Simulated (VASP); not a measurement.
# Li4SiS4 (I4/m) in VASP: a series of runs

Runs on Li4SiS4. Level: PBE. Tasks: single point, relaxation of cell and atoms.

Everything below comes from runs of VASP 6.6.1. Logs are shortened: lines on timing, memory, paths and dates and some standing lists are left out, and cuts for length are marked.

### Step 1. The cell of the first run

It takes space group I4/m (No. 87, tetragonal). Conventional cell: a = 8.892 Å, b = 8.892 Å, c = 4.421 Å, α = 90.00°, β = 90.00°, γ = 90.00°. Within 3.2 Å of Li (site symmetry m) lie 4 S at 2.40 to 2.47 Å and 2 Li at 2.94 Å. Si (site symmetry 4/m) has 4 S at 2.22 Å within 2.9 Å. Within 2.9 Å of S (site symmetry m) lie 1 Si at 2.22 Å and 4 Li at 2.40 to 2.47 Å.

### Step 2. Single point, PBE

The input, INCAR:

```
SYSTEM = Li4SiS4
ALGO = Normal ; EDIFF = 1E-6
ENCUT = 520 ; GGA = PE
ISIF = 2 ; ISMEAR = 0
LASPH = .True. ; LCHARG = .False.
LREAL = .False. ; LWAVE = .False.
NBANDS = 30 ; NELM = 100
PREC = Accurate ; SIGMA = 0.1
```

The input, KPOINTS:

```
k-points
0
Gamma
  4 4 4
  0 0 0
```

The input, POSCAR:

```
Li4SiS4
1.0
   -4.4460416361      4.4460416361      2.2107074278
    4.4460416361     -4.4460416361      2.2107074278
    4.4460416361      4.4460416361     -2.2107074278
Li Si S
4 1 4
Direct
    0.1860267972      0.3384017480      0.5244285451
    0.6615982520      0.1860267972      0.8476250492
    0.3384017480      0.8139732028      0.1523749508
    0.8139732028      0.6615982520      0.4755714549
    0.0000000000      0.0000000000      0.0000000000
    0.7589140834      0.9339697241      0.6928838075
    0.0660302759      0.7589140834      0.8249443592
    0.9339697241      0.2410859166      0.1750556408
    0.2410859166      0.0660302759      0.3071161925
```

Potentials or basis: VASP PAW PBE potentials, release 64 (Li_sv, Si, S).

On the command line:

```bash
$ cat potpaw_PBE.64/Li_sv/POTCAR potpaw_PBE.64/Si/POTCAR potpaw_PBE.64/S/POTCAR > POTCAR
$ mpirun -np 1 vasp_std > vasp.out
```

OUTCAR:

```text
SYSTEM = Li4SiS4
   EDIFF = 1E-6
   ENCUT = 520
   GGA = PE
   ISIF = 2
   ISMEAR = 0
   LASPH = .True.
   LREAL = .False.
   NELM = 100
   PREC = Accurate

 ion  position               nearest neighbor table
   1  0.186  0.338  0.524-   8 2.40   6 2.46   6 2.46   9 2.47
   2  0.662  0.186  0.848-   6 2.40   7 2.46   7 2.46   8 2.47
   3  0.338  0.814  0.152-   9 2.40   8 2.46   8 2.46   7 2.47
   4  0.814  0.662  0.476-   7 2.40   9 2.46   9 2.46   6 2.47
   5  0.000  0.000  0.000-   6 2.22   9 2.22   8 2.22   7 2.22
   6  0.759  0.934  0.693-   5 2.22   2 2.40   1 2.46   1 2.46   4 2.47
   7  0.066  0.759  0.825-   5 2.22   4 2.40   2 2.46   2 2.46   3 2.47
   8  0.934  0.241  0.175-   5 2.22   1 2.40   3 2.46   3 2.46   2 2.47
   9  0.241  0.066  0.307-   5 2.22   3 2.40   4 2.46   4 2.46   1 2.47

  LATTYP: Found a body centered tetragonal cell.
 ALAT       =     8.8920832722
 C/A-ratio  =     0.4972304825

  Lattice vectors:

 A1 = (  -4.4460416361,   4.4460416361,   2.2107074278)
 A2 = (   4.4460416361,  -4.4460416361,   2.2107074278)
 A3 = (   4.4460416361,   4.4460416361,  -2.2107074278)

Analysis of symmetry for initial positions (statically):
=====================================================================
 Subroutine PRICEL returns:
 Original cell was already a primitive cell.

 Routine SETGRP: Setting up the symmetry group for a
 body centered tetragonal supercell.

 Subroutine GETGRP returns: Found  8 space group operations
 (whereof  8 operations were pure point group operations)
 out of a pool of 16 trial point group operations.

The static configuration has the point symmetry C_4h.

Analysis of symmetry for dynamics (positions and initial velocities):
=====================================================================
 Subroutine PRICEL returns:
 Original cell was already a primitive cell.

 Routine SETGRP: Setting up the symmetry group for a
 body centered tetragonal supercell.

 Subroutine GETGRP returns: Found  8 space group operations
 (whereof  8 operations were pure point group operations)
 out of a pool of 16 trial point group operations.

The dynamic configuration has the point symmetry C_4h.

 Subroutine INISYM returns: Found  8 space group operations
 (whereof  8 operations are pure point group operations),
 and found     1 'primitive' translations

[... 104 lines left out ...]
   ISYM   =      2    0-nonsym 1-usesym 2-fastsym
   POTIM  = 0.5000    time-step for ionic-motion
   TEBEG  =    0.0;   TEEND  =   0.0 temperature during run
   PSTRESS=    0.0 pullay stress
   NELECT =      40.0000    total number of electrons
   NUPDOWN=      -1.0000    fix difference up-down
   EMIN   =  10.00;   EMAX   =-10.00  energy-range for DOS
   EFERMI =   0.00;   METHOD = LEGACY
   ISMEAR =     0;   SIGMA  =   0.10  broadening in eV -4-tet -1-fermi 0-gaus
   EFERMI_NEDOS =   21; number of points for ismear=-14 and -15
   IALGO  =     38    algorithm
   IMIX   =      4    mixing-type and parameters
     AMIX     =   0.40;   BMIX     =  1.00
     AMIX_MAG =   1.60;   BMIX_MAG =  1.00
  volume/ion in A,a.u.               =      19.42       131.07
  Fermi-wavevector in a.u.,A,eV,Ry     =   1.001341  1.892260 13.642345  1.002684
  Thomas-Fermi vector in A             =   2.133757
   LORBIT       =      0    0 simple, 1 ext, 2 COOP (PROOUT), +10 PAW based schemes
   GGA     = PE    functional components
   LHFCALC =     F    Hartree Fock is set to
   AEXX    =    0.0000 exact exchange contribution
   IVDW    =     0    specifies the selected vdW correction
   LEPSILON=     F    determine dielectric tensor
   LRPA    =     F    only Hartree local field effects (RPA)
 non-spin polarized calculation
 Gauss-broadening in eV      SIGMA  =   0.10
  energy-cutoff  :      520.00
  volume of cell :      174.80
 maximum number of plane-waves:      4744
 NGX is ok and might be reduce to    50
   NGX = 25   NGY = 25   NGZ = 25

 number of electron      39.9999989 magnetization

 Free energy of the ion-electron system (eV)
  ---------------------------------------------------
  ext. energy  EPLUGINS =         0.00000000
  ---------------------------------------------------
  free energy    TOTEN  =       -38.09710812 eV

  energy without entropy =      -38.09710812  energy(sigma->0) =      -38.09710812

 E-fermi :   2.3998     XC(G=0):  -8.1835

 val. band max:        1.8656116142   @ k =   0.5000   0.5000   0.2500
 cond. band min:       3.3464195957   @ k =  -0.2500  -0.2500   0.2500
 fundamental gap:      1.4808079815
 Fermi energy:         2.3998458872

 k-point     1 :       0.0000    0.0000    0.0000
  band No.  band energies     occupation
      1     -42.6777      2.00000
      2     -42.6766      2.00000
      3     -42.6668      2.00000
      4     -42.6668      2.00000
      5     -11.1615      2.00000
      6      -9.6963      2.00000
[... 451 lines left out ...]
     29       8.9384      0.00000
     30       9.4060      0.00000

------------------------ aborting loop because EDIFF is reached ----------------------------------------

  FORCE on cell =-STRESS in cart. coord.  units (eV):
  Direction    XX          YY          ZZ          XY          YZ          ZX
  --------------------------------------------------------------------------------------
  -------------------------------------------------------------------------------------
  Total        0.0869657      0.0869657      0.0169977     -0.0000000     -0.0000000      0.0000000
  in kB        0.7971137      0.7971137      0.1557979     -0.0000004     -0.0000000      0.0000000
  external PRESSURE =       0.5833418 kB  Pullay stress =       0.0000000 kB

 VOLUME and BASIS-vectors are now :
 -----------------------------------------------------------------------------
  energy-cutoff  :      520.00
  volume of cell :      174.80
      direct lattice vectors                 reciprocal lattice vectors
    -4.446041636  4.446041636  2.210707428     0.000000000  0.112459586  0.226171946
     4.446041636 -4.446041636  2.210707428     0.112459586  0.000000000  0.226171946
     4.446041636  4.446041636 -2.210707428     0.112459586  0.112459586  0.000000000

 POSITION                                       TOTAL-FORCE (eV/Angst)
 -----------------------------------------------------------------------------------
      3.00910      1.65417      0.00000         0.008736      0.000191      0.000000
      1.65417      5.88299      0.00000         0.000191     -0.008736     -0.000000
      2.79188     -1.43695      2.21071        -0.000191      0.008736      0.000000
      1.43695      2.79188      2.21071        -0.008736     -0.000191     -0.000000
      0.00000      0.00000      0.00000        -0.000000     -0.000000     -0.000000
      3.85889      2.30229      2.21071         0.001414      0.033594     -0.000000
      6.74833      0.58715      0.00000         0.033594     -0.001414     -0.000000
     -2.30229      3.85889      2.21071        -0.033594      0.001414      0.000000
      0.58715      2.14376      0.00000        -0.001414     -0.033594      0.000000
 -----------------------------------------------------------------------------------
    total drift:                                0.000000      0.000000      0.000000

  FREE ENERGIE OF THE ION-ELECTRON SYSTEM (eV)
  ---------------------------------------------------
  free  energy   TOTEN  =       -38.0971081152 eV

  energy  without entropy=      -38.0971081152  energy(sigma->0) =      -38.09710812
```

OSZICAR:

```text
N       E                     dE             d eps       ncg     rms          rms(c)
DAV:   1     0.260400371784E+03    0.26040E+03   -0.16675E+04   840   0.126E+03
DAV:   2    -0.409649605873E+01   -0.26450E+03   -0.25000E+03  1020   0.287E+02
DAV:   3    -0.361914938213E+02   -0.32095E+02   -0.31921E+02  1284   0.830E+01
DAV:   4    -0.398087151457E+02   -0.36172E+01   -0.35935E+01  1504   0.272E+01
DAV:   5    -0.402512483708E+02   -0.44253E+00   -0.44248E+00  1340   0.608E+00    0.112E+01
DAV:   6    -0.382932199361E+02    0.19580E+01   -0.31837E+00  1002   0.635E+00    0.855E+00
DAV:   7    -0.380875696824E+02    0.20565E+00   -0.89361E-01  1080   0.335E+00    0.384E+00
DAV:   8    -0.380875658385E+02    0.38439E-05   -0.11362E-01  1264   0.148E+00    0.825E-01
DAV:   9    -0.380936173503E+02   -0.60515E-02   -0.18633E-02  1120   0.642E-01    0.314E-01
DAV:  10    -0.380958150769E+02   -0.21977E-02   -0.24748E-03  1032   0.224E-01    0.112E-01
DAV:  11    -0.380970477124E+02   -0.12326E-02   -0.22028E-03  1032   0.212E-01    0.735E-02
DAV:  12    -0.380970699702E+02   -0.22258E-04   -0.10731E-04  1266   0.444E-02    0.495E-02
DAV:  13    -0.380971081983E+02   -0.38228E-04   -0.67694E-05  1008   0.355E-02    0.697E-03
DAV:  14    -0.380971081152E+02    0.83061E-07   -0.97116E-06  1144   0.119E-02
   1 F= -.38097108E+02 E0= -.38097108E+02  d E =-.146761E-14
```

Wall time 81 s (1 thread of AMD EPYC 9R45 (Zen 5), shared host); peak memory 0.32 GiB.

What came out:

* Free energy: -38.0971 eV
* Largest force: 0.034 eV/Å
* Band gap on the k mesh: 1.48 eV, indirect (least direct gap 1.72 eV)

Forces in eV/Å, atoms in the order of the input:
```
Li   0.009  0.000  0.000
Li   0.000 -0.009  0.000
Li   0.000  0.009  0.000
Li  -0.009  0.000  0.000
Si   0.000  0.000  0.000
S    0.001  0.034  0.000
S    0.034 -0.001  0.000
S   -0.034  0.001  0.000
S   -0.001 -0.034  0.000
```

Levels at points of the mesh, in eV from the valence-band top:
| k point | band 17 | band 18 | band 19 | band 20 | band 21 | band 22 | band 23 | band 24 |
| --- | --- | --- | --- | --- | --- | --- | --- | --- |
| (0.00, 0.00, 0.00) | -0.86 | -0.62 | -0.34 | -0.34 | 1.64 | 3.00 | 4.61 | 5.10 |
| (0.50, 0.00, 0.00) | -0.97 | -0.96 | -0.89 | -0.24 | 1.77 | 2.58 | 4.79 | 5.84 |
| (0.50, 0.50, 0.00) | -1.00 | -0.82 | -0.69 | -0.09 | 2.32 | 2.52 | 3.88 | 4.67 |
| (0.50, 0.50, 0.50) | -1.16 | -1.16 | -0.81 | -0.02 | 2.21 | 2.47 | 3.57 | 5.46 |

Caveat: the cutoff is under 1.25 times the usual one of these potentials, so pressure, stress and relaxed cells hold a basis-set (Pulay) error. A k mesh can miss the band edges.

### Step 3. Relaxation of cell and atoms, PBE

This run uses another cell than the first one, of 16.49 Å³/atom, 0.849 times its volume.

The input, INCAR:

```
SYSTEM = Li4SiS4
PREC = Accurate
ENCUT = 600
EDIFF = 1E-6
ISMEAR = 0
SIGMA = 0.1
LREAL = .False.
LASPH = .True.
NELM = 80
ALGO = Normal
ISIF = 3
LWAVE = .False.
LCHARG = .False.
GGA = PE
IBRION = 2
NSW = 90
EDIFFG = -0.04
```

The input, KPOINTS:

```
regular mesh
0
Gamma
  4 4 4
  0 0 0
```

The input, POSCAR:

```
Li4SiS4
1.0
   -3.8050086800      3.8050086800      2.5622223400
    3.8050086800     -3.8050086800      2.5622223400
    3.8050086800      3.8050086800     -2.5622223400
Li Si S
4 1 4
Direct
    0.1976340000      0.4069520000      0.6045860100
    0.5930480000      0.1976340000      0.7906820000
    0.4069520000      0.8023660000      0.2093180000
    0.8023660000      0.5930480000      0.3954139900
    0.0000000000      0.0000000000      0.0000000000
    0.7476599800      0.9188640100      0.6665239900
    0.0811359900      0.7476599800      0.8287959700
    0.9188640100      0.2523400200      0.1712040300
    0.2523400200      0.0811359900      0.3334760100
```

Potentials or basis: VASP PAW PBE potentials, release 64 (Li_sv, Si, S).

On the command line:

```bash
$ cat potpaw_PBE.64/Li_sv/POTCAR potpaw_PBE.64/Si/POTCAR potpaw_PBE.64/S/POTCAR > POTCAR
$ mpirun -np 1 vasp_std > vasp.out
```

Wall time 18 min (1 thread of AMD EPYC 9R45 (Zen 5), shared host); peak memory 0.32 GiB.

Results (log left out):

```yaml
Free_energy: -38.0659 eV
Relaxed_volume: 19.41 Å³/atom
Relaxed_cell: a = 6.676 Å, b = 6.676 Å, c = 6.676 Å, α = 96.22°, β = 96.22°, γ = 141.56°
Space_group_after_relaxing_to_0.05_Å: I4/m (No. 87)
Energy_gained_by_relaxing: 226.8 meV/atom
Ionic_steps: 29
Pressure_after_relaxing: 0.0 GPa
Largest_force_after_relaxing: 0.028 eV/Å
Band_gap_on_the_k_mesh: 1.45 eV, indirect (least direct gap 1.70 eV)
```

Forces in eV/Å, atoms in the order of the input:
```
Li  -0.009  0.012  0.000
Li   0.012  0.009  0.000
Li  -0.012 -0.009  0.000
Li   0.009 -0.012  0.000
Si   0.000  0.000  0.000
S    0.019 -0.021  0.000
S   -0.021 -0.019  0.000
S    0.021  0.019  0.000
S   -0.019  0.021  0.000
```

Stress tensor (GPa, compression positive):
```
-0.08  0.00  0.00
 0.00 -0.08  0.00
 0.00  0.00  0.22
```

Step by step:
```
step  energy change (eV)  largest force (eV/Å)  pressure (GPa)  volume (Å³)
   1              0.0000                4.0195           11.46       148.38
   2             -0.6504                1.5691           -5.87       174.68
   3             -1.3933                0.4408           -1.00       161.66
   4             -1.3946                0.4382           -0.81       161.33
   5             -1.3948                0.4364           -0.65       161.06
   6             -1.4373                0.3903           -0.31       159.65
   7             -1.5132                0.2441            0.86       155.44
   8             -1.5195                0.1922            1.44       153.65
   9             -1.5588                0.2867            0.89       155.72
  10             -1.6223                0.5564           -0.53       162.00
  11             -1.6626                0.4154           -0.27       162.85
  12             -1.7285                0.2417            0.63       165.38
  13             -1.7314                0.2552            0.92       166.09
  14             -1.7590                0.2489            0.67       168.09
  15             -1.8158                0.2578            0.02       174.12
  16             -1.7979                0.4464           -0.97       186.19
  17             -1.8291                0.3513           -0.33       178.86
  18             -1.8720                0.1973           -0.87       178.98
  19             -1.8899                0.3211           -1.38       179.05
  20             -1.9278                0.2896           -0.77       176.22
  21             -1.9618                0.2346            0.62       170.40
  22             -1.9806                0.1660            0.60       170.98
  23             -2.0158                0.1448            0.55       172.70
  24             -1.9873                0.4677            0.50       176.16
  25             -2.0211                0.1897            0.55       173.69
  26             -2.0312                0.1101           -0.42       176.27
  27             -2.0315                0.1165           -0.28       175.90
  28             -2.0367                0.0827           -0.19       175.51
  29             -2.0411                0.0284            0.02       174.70
```

Final structure:
```
CELL_PARAMETERS angstrom
-4.45777 4.45777 2.19785
4.45777 -4.45777 2.19785
4.45777 4.45777 -2.19785
ATOMIC_POSITIONS crystal
Li 0.18369 0.33865 0.52234
Li 0.66135 0.18369 0.84504
Li 0.33865 0.81631 0.15496
Li 0.81631 0.66135 0.47766
Si 0.00000 0.00000 0.00000
S 0.76033 0.93282 0.69315
S 0.06718 0.76033 0.82751
S 0.93282 0.23967 0.17249
S 0.23967 0.06718 0.30685
```

Levels at points of the mesh, in eV from the valence-band top:
| k point | band 16 | band 17 | band 18 | band 19 | band 20 | band 21 | band 22 | band 23 | band 24 | band 25 |
| --- | --- | --- | --- | --- | --- | --- | --- | --- | --- | --- |
| (0.00, 0.00, 0.00) | -1.00 | -0.90 | -0.67 | -0.36 | -0.36 | 1.63 | 2.99 | 4.63 | 5.09 | 5.09 |
| (0.50, 0.00, 0.00) | -1.54 | -1.00 | -0.98 | -0.91 | -0.25 | 1.74 | 2.56 | 4.74 | 5.79 | 6.01 |
| (0.50, 0.50, 0.00) | -1.06 | -1.01 | -0.83 | -0.72 | -0.12 | 2.31 | 2.52 | 3.89 | 4.61 | 5.17 |
| (0.50, 0.50, 0.50) | -1.32 | -1.16 | -1.16 | -0.83 | 0.00 | 2.21 | 2.44 | 3.58 | 5.34 | 5.66 |

Caveat: the cutoff is under 1.25 times the usual one of these potentials, so pressure, stress and relaxed cells hold a basis-set (Pulay) error; the volume moved by over 15 % at a fixed basis, so the end points are rough.
